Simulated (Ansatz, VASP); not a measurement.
## Ni in VASP and in Ansatz

Contents of INCAR:

```
SYSTEM = Ni
ALGO = Fast
EDIFF = 1E-6
EDIFFG = -0.01
ENCUT = 680
GGA = PE
IBRION = 2
ISIF = 3
ISMEAR = -1
ISPIN = 2
LASPH = .True.
LCHARG = .False.
LMAXMIX = 4
LORBIT = 11
LREAL = .False.
LWAVE = .False.
MAGMOM = 1
NELM = 120
NSW = 40
PREC = Accurate
SIGMA = 0.05
```

File KPOINTS:

```
k-points
0
Gamma
  13 13 13
  0 0 0
```

The input POSCAR:

```
Ni
1.0
    0.0000000000      1.7375729330      1.7375729330
    1.7375729330      0.0000000000      1.7375729330
    1.7375729330      1.7375729330      0.0000000000
Ni
1
Direct
    0.0000000000      0.0000000000      0.0000000000
```

File input.yaml:

```yaml
crystal:
  lattice:
    - [0.0, 1.737572933, 1.737572933]
    - [1.737572933, 0.0, 1.737572933]
    - [1.737572933, 1.737572933, 0.0]
  atoms:
    - { symbol: Ni, position: [0.0, 0.0, 0.0], spin: 1.0 }
hamiltonian:
  xc: pbe
  pseudopotentials: { kind: paw }
magnetization:
  spin_polarized: true
kpoints:
  mp_grid: { grid: [13, 13, 13] }
scf:
  occupations: { method: fermi_dirac, width: 0.05 }
output:
  forces: true
  stress: true
relax:
  f_tol: 0.01
  max_steps: 40
  cell: { stress_tol: 0.05 }
```

Alike in both runs: task relaxation of cell and atoms; functional PBE; k mesh 13 × 13 × 13; occupations fermi-dirac, width 0.05 eV; collinear spin, ferromagnetic start.

```csv
,VASP,Ansatz
version,VASP 6.6.1,Ansatz 0.2.0
potentials or method,"VASP PAW PBE potentials, release 64 (Ni_sv_GW)",Ansatz PAW
plane-wave cutoff (eV),680,420
valence electrons in the cell,18,18
```

|  | VASP | Ansatz | Ansatz less VASP |
| --- | --- | --- | --- |
| net moment per atom (μB) | 0.63 | 0.63 | +0.001 |
| size of the moment on the site where the two differ most (μB) | 0.67 | 0.67 | -0.001 |
| relaxed volume (Å³/atom) | 10.79 | 10.89 | +0.093 |
| relaxed cell length with the largest relative difference (Å) | 2.481 | 2.488 | +0.0071 |

Site moments also hang on the region over which each program counts them.

Noted on Ansatz's run: the plane-wave basis is chosen anew once the cell has moved, so the energies of steps on either side of that aren't comparable.
